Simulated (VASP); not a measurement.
Set up this calculation in VASP 6.6.1, as the native input.

- Task: single point
- Functional: PBEsol
- Potentials or basis: VASP PAW PBE potentials, release 64 (B, N)
- Cutoff: 520 eV
- k mesh: 12 × 12 × 4
- Occupations: gaussian, width 0.05 eV
- Spin: no spin polarisation
- Dipole correction: no
- Further INCAR settings: ALGO = Normal; EDIFF = 1e-06; NBANDS = 16

The structure of BN lies in POSCAR:

```
BN
1.0
    2.6445144275      0.0000000000      0.0000000000
   -1.3222572138      2.2902166749      0.0000000000
    0.0000000000      0.0000000000      6.9109095535
B N
2 2
Direct
    0.3333333333      0.6666666667      0.2500000000
    0.6666666667      0.3333333333      0.7500000000
    0.3333333333      0.6666666667      0.7500000000
    0.6666666667      0.3333333333      0.2500000000
```

This cell differs from its parent crystal: volume 10.464 Å^3 an atom, c/a of the conventional cell 2.6133.

These files were run (other wordings do the same):

INCAR

```
SYSTEM = BN
ALGO     = Normal         ! electronic algorithm
EDIFF    = 1E-6           ! SCF threshold, eV
ENCUT    = 520            ! plane-wave cutoff, eV
GGA      = PS             ! functional
ISIF     = 2              ! what is computed and relaxed
ISMEAR   = 0              ! smearing method
LASPH    = .True.         ! aspherical terms in the spheres
LCHARG   = .True.         ! write CHGCAR
LELF     = .True.         ! ELF
LREAL    = .False.        ! projectors in reciprocal space
LVHAR    = .True.       
LWAVE    = .False.        ! write WAVECAR
NBANDS   = 16             ! bands
NELM     = 60             ! most SCF steps
PREC     = Accurate       ! precision mode
SIGMA    = 0.05           ! smearing width, eV
```

KPOINTS

```
k-points
0
Gamma
  12 12 4
  0 0 0
```

Potentials or basis: VASP PAW PBE potentials, release 64 (B, N).

The run is started by

```sh
$ cat potpaw_PBE.64/B/POTCAR potpaw_PBE.64/N/POTCAR > POTCAR
$ mpirun -np 1 vasp_std > vasp.out
```

Results of the run:

```yaml
Pressure: -29.5 GPa
Band_gap_on_the_k_mesh: 3.95 eV, indirect (least direct gap 4.18 eV)
```

Caveat: the PAW data sets were made with another functional, which shifts forces and pressure a little; this functional lacks dispersion, which binds the layers, so the pressure and a relaxed spacing across them are unreliable.

Wall time 35 s on 1 thread of AMD EPYC 7R13 Processor (Zen 3), with other jobs on the host, peak memory 0.14 GiB.
